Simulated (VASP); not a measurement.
# RbBr (Pm-3m) in VASP: settings compared

The runs below take RbBr through single point, with PBE-based screened hybrid with 25 % exact exchange, PBE-based screened hybrid with 30 % exact exchange.

All numbers are computed with VASP 6.6.1; they aren't measurements. Logs are shortened: lines on timing, memory, paths and dates and some standing lists are left out, and cuts for length are marked.

### Step 1. The cell of the first run

It takes space group Pm-3m (No. 221, cubic). Conventional cell: a = 4.126 Å, b = 4.126 Å, c = 4.126 Å, α = 90.00°, β = 90.00°, γ = 90.00°. Rb (site symmetry m-3m) has 8 Br at 3.57 Å and 6 Rb at 4.13 Å within 4.7 Å. Within 4.7 Å of Br (site symmetry m-3m) lie 8 Rb at 3.57 Å and 6 Br at 4.13 Å.

### Step 2. Single point, PBE-based screened hybrid with 25 % exact exchange

Contents of POSCAR:

```
RbBr
1.0
    4.1260773000      0.0000000000      0.0000000000
    0.0000000000      4.1260773000      0.0000000000
    0.0000000000      0.0000000000      4.1260773000
Rb Br
1 1
Direct
    0.0000000000      0.0000000000      0.0000000000
    0.5000000000      0.5000000000      0.5000000000
```

Contents of INCAR.step1:

```
SYSTEM = RbBr
ALGO = Normal ; EDIFF = 1E-5
ENCUT = 520 ; GGA = PE
ISIF = 2 ; ISMEAR = -1
LASPH = .TRUE. ; LCHARG = .FALSE.
LREAL = .FALSE. ; LWAVE = .TRUE.
NBANDS = 15 ; NELM = 80
PREC = Accurate ; SIGMA = 0.05
```

Contents of INCAR.step2:

```
SYSTEM = RbBr
AEXX = 0.25 ; ALGO = Normal
EDIFF = 1E-6 ; ENCUT = 520
GGA = PE ; HFSCREEN = 0.2
ISIF = 2 ; ISMEAR = -1
ISTART = 1 ; LASPH = .TRUE.
LCHARG = .FALSE. ; LHFCALC = .TRUE.
LREAL = .FALSE. ; LWAVE = .FALSE.
NBANDS = 15 ; NELM = 80
PREC = Accurate ; PRECFOCK = Normal
SIGMA = 0.05
```

Contents of KPOINTS:

```
k-points
0
G
  4 4 4
  0 0 0
```

Potentials or basis: VASP PAW PBE potentials, release 64 (Rb_sv, Br).

Run with:

```
$ cat potpaw_PBE.64/Rb_sv/POTCAR potpaw_PBE.64/Br/POTCAR > POTCAR
$ cp INCAR.step1 INCAR
$ mpirun -np 1 vasp_std > vasp.out
$ cp INCAR.step2 INCAR
$ mpirun -np 1 vasp_std > vasp.out
```

OUTCAR:

```text
SYSTEM = RbBr
   AEXX = 0.25
   EDIFF = 1E-6
   ENCUT = 520
   GGA = PE
   HFSCREEN = 0.2
   ISIF = 2
   ISMEAR = -1
   ISTART = 1
   LASPH = .TRUE.
   LHFCALC = .TRUE.
   LREAL = .FALSE.
   NELM = 80
   PREC = Accurate
   PRECFOCK = Normal

 ion  position               nearest neighbor table
   1  0.000  0.000  0.000-   2 3.57   2 3.57   2 3.57   2 3.57   2 3.57   2 3.57   2 3.57   2 3.57

   2  0.500  0.500  0.500-   1 3.57   1 3.57   1 3.57   1 3.57   1 3.57   1 3.57   1 3.57   1 3.57

  LATTYP: Found a simple cubic cell.
 ALAT       =     4.1260773000

  Lattice vectors:

 A1 = (   4.1260773000,   0.0000000000,   0.0000000000)
 A2 = (   0.0000000000,   4.1260773000,   0.0000000000)
 A3 = (   0.0000000000,   0.0000000000,   4.1260773000)

Analysis of symmetry for initial positions (statically):
=====================================================================
 Subroutine PRICEL returns:
 Original cell was already a primitive cell.

 Routine SETGRP: Setting up the symmetry group for a
 simple cubic supercell.

 Subroutine GETGRP returns: Found 48 space group operations
 (whereof 48 operations were pure point group operations)
 out of a pool of 48 trial point group operations.

The static configuration has the point symmetry O_h .

Analysis of symmetry for dynamics (positions and initial velocities):
=====================================================================
 Subroutine PRICEL returns:
 Original cell was already a primitive cell.

 Routine SETGRP: Setting up the symmetry group for a
 simple cubic supercell.

 Subroutine GETGRP returns: Found 48 space group operations
 (whereof 48 operations were pure point group operations)
 out of a pool of 48 trial point group operations.

The dynamic configuration has the point symmetry O_h .

 Subroutine INISYM returns: Found 48 space group operations
 (whereof 48 operations are pure point group operations),
 and found     1 'primitive' translations

----------------------------------------------------------------------------------------

                                     Primitive cell

  volume of cell :      70.2445

  direct lattice vectors                    reciprocal lattice vectors
     4.126077300  0.000000000  0.000000000     0.242360947  0.000000000  0.000000000
     0.000000000  4.126077300  0.000000000     0.000000000  0.242360947  0.000000000
     0.000000000  0.000000000  4.126077300     0.000000000  0.000000000  0.242360947

  length of vectors
     4.126077300  4.126077300  4.126077300     0.242360947  0.242360947  0.242360947

  position of ions in fractional coordinates (direct lattice)
     0.000000000  0.000000000  0.000000000
     0.500000000  0.500000000  0.500000000

  ion indices of the primitive-cell ions
   primitive index   ion index
                 1           1
                 2           2

----------------------------------------------------------------------------------------

 KPOINTS: k-points

Automatic generation of k-mesh.
 Grid dimensions read from file:
 generate k-points for:    4    4    4

 Generating k-lattice:

  Cartesian coordinates                     Fractional coordinates (reciprocal lattice)
     0.060590237  0.000000000  0.000000000     0.250000000  0.000000000  0.000000000
     0.000000000  0.060590237  0.000000000     0.000000000  0.250000000  0.000000000
     0.000000000  0.000000000  0.060590237     0.000000000  0.000000000  0.250000000

  Length of vectors
     0.060590237  0.060590237  0.060590237

  Shift w.r.t. Gamma in fractional coordinates (k-lattice)
     0.000000000  0.000000000  0.000000000

 Subroutine IBZKPT returns following result:
 ===========================================

 Found     10 irreducible k-points:

 Following reciprocal coordinates:
            Coordinates               Weight
  0.000000  0.000000  0.000000      1.000000
  0.250000  0.000000  0.000000      6.000000
  0.500000  0.000000  0.000000      3.000000
  0.250000  0.250000  0.000000     12.000000
  0.500000  0.250000  0.000000     12.000000
  0.500000  0.500000  0.000000      3.000000
  0.250000  0.250000  0.250000      8.000000
  0.500000  0.250000  0.250000     12.000000
  0.500000  0.500000  0.250000      6.000000
  0.500000  0.500000  0.500000      1.000000
   k-points           NKPTS =     10   k-points in BZ     NKDIM =     64   number of bands    NBANDS=     15
   number of dos      NEDOS =    301   number of ions     NIONS =      2
   total plane-waves  NPLWV =  32768
   dimension x,y,z NGX =    32 NGY =   32 NGZ =   32
   dimension x,y,z NGXF=    64 NGYF=   64 NGZF=   64
   ions per type =               1   1
   NGX,Y,Z   is equivalent  to a cutoff of  12.89, 12.89, 12.89 a.u.
   NGXF,Y,Z  is equivalent  to a cutoff of  25.79, 25.79, 25.79 a.u.
 SYSTEM =  RbBr
   PREC   = accura    normal or accurate (medium, high low for compatibility)
   ISTART =      1    job   : 0-new  1-cont  2-samecut
   ICHARG =      0    charge: 1-file 2-atom 10-const
   ISPIN  =      1    spin polarized calculation?
   LNONCOLLINEAR =      F non collinear calculations
   LSORBIT =      F    spin-orbit coupling
   LASPH  =      T    aspherical Exc in radial PAW
   ENCUT  =  520.0 eV  38.22 Ry    6.18 a.u.   7.67  7.67  7.67*2*pi/ulx,y,z
   NELM   =     80;   NELMIN=  2; NELMDL=  0     # of ELM steps
   EDIFF  = 0.1E-05   stopping-criterion for ELM
   LREAL  =      F    real-space projection
   EDIFFG = 0.1E-04   stopping-criterion for IOM
   NSW    =      0    number of steps for IOM
   IBRION =     -1    ionic relax: 0-MD 1-quasi-New 2-CG
   NFREE  =      0    steps in history (QN), initial steepest desc. (CG)
   ISIF   =      2    stress and relaxation
   ISYM   =      3    0-nonsym 1-usesym 2-fastsym
   POTIM  = 0.5000    time-step for ionic-motion
   TEBEG  =    0.0;   TEEND  =   0.0 temperature during run
   PSTRESS=    0.0 pullay stress
   NELECT =      16.0000    total number of electrons
   NUPDOWN=      -1.0000    fix difference up-down
   EMIN   =  10.00;   EMAX   =-10.00  energy-range for DOS
   EFERMI =   0.00;   METHOD = LEGACY
   ISMEAR =    -1;   SIGMA  =   0.05  broadening in eV -4-tet -1-fermi 0-gaus
   EFERMI_NEDOS =   21; number of points for ismear=-14 and -15
   IALGO  =     38    algorithm
   IMIX   =      1    mixing-type and parameters
     AMIX     =   0.40;   BMIX     =  1.00
     AMIX_MAG =   1.60;   BMIX_MAG =  1.00
  volume/ion in A,a.u.               =      35.12       237.02
  Fermi-wavevector in a.u.,A,eV,Ry     =   0.999795  1.889338 13.600238  0.999589
  Thomas-Fermi vector in A             =   2.132108
   LORBIT       =      0    0 simple, 1 ext, 2 COOP (PROOUT), +10 PAW based schemes
   GGA     = PE    functional components
   LHFCALC =     T    Hartree Fock is set to
   PRECFOCK=normal    Normal, Fast or Accurate (Low or Medium for compatibility)
   ENCUT4O =  -1.0   cutoff for four orbital integrals eV
   NKREDX  =     1    reduce k-point grid by
   NKREDY  =     1    reduce k-point grid by
   NKREDZ  =     1    reduce k-point grid by
   AEXX    =    0.2500 exact exchange contribution
   HFSCREEN=    0.2000 screening length (either q_TF or 0.3 A-1)
   HFSCREENC=   0.2000 screening length for correlation (either q_TF or 0.3 A-1)
   ENCUTFOCK=  -1.0 apply spherical cutoff to Coloumb kernel
   IVDW    =     0    specifies the selected vdW correction
   LEPSILON=     F    determine dielectric tensor
   LRPA    =     F    only Hartree local field effects (RPA)
 non-spin polarized calculation
  energy-cutoff  :      520.00
  volume of cell :       70.24
 maximum number of plane-waves:      1924
 NGX is ok and might be reduce to    32
  NGX = 24; NGY = 24; NGZ = 24

 number of electron      16.0000002 magnetization

 Free energy of the ion-electron system (eV)
  ---------------------------------------------------
  ext. energy  EPLUGINS =         0.00000000
  ---------------------------------------------------
  free energy    TOTEN  =        -6.98246086 eV

  energy without entropy =       -6.98246086  energy(sigma->0) =       -6.98246086

 E-fermi :  -0.3470     XC(G=0):  -6.6193

 val. band max:       -1.5218280212   @ k =   0.5000   0.5000   0.0000
 cond. band min:       3.7638751964   @ k =   0.0000   0.0000   0.0000
 fundamental gap:      5.2857032177
 Fermi energy:        -0.3470196039

 k-point     1 :       0.0000    0.0000    0.0000
  band No.  band energies     occupation
      1     -28.3525      2.00000
      2     -15.2034      2.00000
      3     -11.1669      2.00000
      4     -11.1669      2.00000
      5     -11.1669      2.00000
      6      -1.6868      2.00000
      7      -1.6868      2.00000
      8      -1.6868      2.00000
      9       3.7639      0.00000
     10       5.2619      0.00000
     11       5.2619      0.00000
     12       9.9079      0.00000
     13       9.9079      0.00000
     14       9.9079      0.00000
     15      12.6247      0.00000

 k-point     2 :       0.2500    0.0000    0.0000
  band No.  band energies     occupation
      1     -28.3413      2.00000
      2     -15.1966      2.00000
      3     -11.2351      2.00000
      4     -11.1409      2.00000
      5     -11.1409      2.00000
      6      -2.6195      2.00000
      7      -1.7209      2.00000
      8      -1.7209      2.00000
      9       5.0706      0.00000
     10       5.7516      0.00000
     11       6.5258      0.00000
     12       9.6818      0.00000
     13       9.6818      0.00000
     14      10.2656      0.00000
     15      10.3040      0.00000

 k-point     3 :       0.5000    0.0000    0.0000
  band No.  band energies     occupation
      1     -28.3300      2.00000
      2     -15.1924      2.00000
      3     -11.2914      2.00000
      4     -11.1146      2.00000
      5     -11.1146      2.00000
      6      -3.3342      2.00000
      7      -1.7572      2.00000
      8      -1.7572      2.00000
      9       6.6740      0.00000
     10       6.8231      0.00000
     11       7.4663      0.00000
     12       8.4264      0.00000
     13       9.8313      0.00000
     14       9.8313      0.00000
     15      10.7772      0.00000

 k-point     4 :       0.2500    0.2500    0.0000
  band No.  band energies     occupation
      1     -28.3305      2.00000
      2     -15.1455      2.00000
      3     -11.3307      2.00000
      4     -11.2076      2.00000
      5     -11.1195      2.00000
      6      -2.6084      2.00000
      7      -2.2465      2.00000
      8      -1.6817      2.00000
      9       5.6483      0.00000
     10       6.2104      0.00000
     11       7.3647      0.00000
     12       8.6337      0.00000
     13       9.0655      0.00000
     14       9.9495      0.00000
     15      10.4852      0.00000
[... 55 lines left out ...]
 k-point     8 :       0.5000    0.2500    0.2500
  band No.  band energies     occupation
      1     -28.3098      2.00000
      2     -15.0146      2.00000
      3     -11.4121      2.00000
      4     -11.2932      2.00000
      5     -11.2569      2.00000
      6      -2.8930      2.00000
      7      -2.4036      2.00000
      8      -2.1489      2.00000
      9       6.5064      0.00000
     10       7.1504      0.00000
     11       7.1941      0.00000
     12       8.7937      0.00000
     13       8.8371      0.00000
     14       9.3569      0.00000
     15      12.1354      0.00000

 k-point     9 :       0.5000    0.5000    0.2500
  band No.  band energies     occupation
      1     -28.2998      2.00000
      2     -14.9305      2.00000
      3     -11.4435      2.00000
      4     -11.4435      2.00000
      5     -11.2412      2.00000
      6      -2.7982      2.00000
      7      -2.7982      2.00000
      8      -2.3108      2.00000
      9       6.1570      0.00000
     10       7.5918      0.00000
     11       7.7676      0.00000
     12       7.7676      0.00000
     13      10.0723      0.00000
     14      10.0723      0.00000
     15      11.9968      0.00000

 k-point    10 :       0.5000    0.5000    0.5000
  band No.  band energies     occupation
      1     -28.2900      2.00000
      2     -14.8698      2.00000
      3     -11.3948      2.00000
      4     -11.3948      2.00000
      5     -11.3948      2.00000
      6      -2.9426      2.00000
      7      -2.9426      2.00000
      8      -2.9426      2.00000
      9       7.9510      0.00000
     10       7.9510      0.00000
     11       7.9510      0.00000
     12       9.3137      0.00000
     13       9.3137      0.00000
     14       9.3137      0.00000
     15      12.2901      0.00000

------------------------ aborting loop because EDIFF is reached ----------------------------------------

  FORCE on cell =-STRESS in cart. coord.  units (eV):
  Direction    XX          YY          ZZ          XY          YZ          ZX
  --------------------------------------------------------------------------------------
  -------------------------------------------------------------------------------------
  Total        0.2032647      0.2032647      0.2032647      0.0000000      0.0000000     -0.0000000
  in kB        4.6361822      4.6361822      4.6361822      0.0000000      0.0000000     -0.0000000
  external PRESSURE =       4.6361822 kB  Pullay stress =       0.0000000 kB

 VOLUME and BASIS-vectors are now :
 -----------------------------------------------------------------------------
  energy-cutoff  :      520.00
  volume of cell :       70.24
      direct lattice vectors                 reciprocal lattice vectors
     4.126077300  0.000000000  0.000000000     0.242360947  0.000000000  0.000000000
     0.000000000  4.126077300  0.000000000     0.000000000  0.242360947  0.000000000
     0.000000000  0.000000000  4.126077300     0.000000000  0.000000000  0.242360947

 POSITION                                       TOTAL-FORCE (eV/Angst)
 -----------------------------------------------------------------------------------
      0.00000      0.00000      0.00000         0.000000      0.000000      0.000000
      2.06304      2.06304      2.06304         0.000000      0.000000      0.000000
 -----------------------------------------------------------------------------------
    total drift:                                0.000000      0.000000      0.000000

  FREE ENERGIE OF THE ION-ELECTRON SYSTEM (eV)
  ---------------------------------------------------
  free  energy   TOTEN  =        -6.9824608612 eV

  energy  without entropy=       -6.9824608612  energy(sigma->0) =       -6.98246086
```

Run time: 7.5 min. Hardware: 1 thread of AMD EPYC 7R43 (Zen 3), shared host; peak memory 0.25 GiB.

Results:

```
Free energy            : -6.9825 eV
Pressure               : 0.5 GPa
Band gap on the k mesh : 5.29 eV (least direct gap 5.45 eV)
```

Levels at points of the mesh, in eV from the valence-band top:
```csv
k point,band 6,band 7,band 8,band 9,band 10,band 11
"(0.00, 0.00, 0.00)",-0.17,-0.17,-0.17,5.29,6.78,6.78
"(0.50, 0.00, 0.00)",-1.81,-0.24,-0.24,8.20,8.34,8.99
"(0.50, 0.50, 0.00)",-1.13,-1.13,0.00,6.52,7.49,9.32
"(0.50, 0.50, 0.50)",-1.42,-1.42,-1.42,9.47,9.47,9.47
```

Caveat: the PAW data sets were made with another functional, which shifts forces and pressure a little. A k mesh can miss the band edges.

(Part 1 of 2 ends here.)
